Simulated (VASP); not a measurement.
Here is a VASP 6.6.1 calculation.

Contents of INCAR:

```
PREC = Accurate
ENCUT = 520
EDIFF = 1E-6
ISMEAR = 0
SIGMA = 0.15
LREAL = False
LASPH = True
NELM = 80
ALGO = Normal
ISIF = 2
LWAVE = False
LCHARG = False
GGA = PS
NBANDS = 24
```

Contents of KPOINTS:

```
Automatic mesh
0
Gamma
  12 12 10
```

The input POSCAR:

```
TePt
1.0
    3.7821198268      0.0000000000      0.0000000000
   -1.8910599134      3.2754118502      0.0000000000
    0.0000000000      0.0000000000      5.0103200000
Te Pt
2 2
Direct
    0.3333333333      0.6666666667      0.2500000000
    0.6666666667      0.3333333333      0.7500000000
    0.0000000000      0.0000000000      0.0000000000
    0.0000000000      0.0000000000      0.5000000000
```

Potentials or basis: VASP PAW PBE potentials, release 64 (Te, Pt).

Command:

```bash
$ cat potpaw_PBE.64/Te/POTCAR potpaw_PBE.64/Pt/POTCAR > POTCAR
$ mpirun -np 1 vasp_std > vasp.out
```

Question: Estimate the band gap on the k mesh.

Answer: Zero (bands 16 and 17 overlap by 1.84 eV).

Question: What does it give for the pressure?

Answer: 98.2 GPa.

Stress tensor (GPa, compression positive):
```
 96.43   0.00   0.00
  0.00  96.43   0.00
  0.00   0.00 101.74
```

Caveat: the cell differs from its parent crystal (strain -0.080 along x and y, -0.080 along z); the cell stands under pressure; the PAW data sets were made with another functional, which shifts forces and pressure a little; spin-orbit coupling is left out, which moves the levels of the heavy elements.
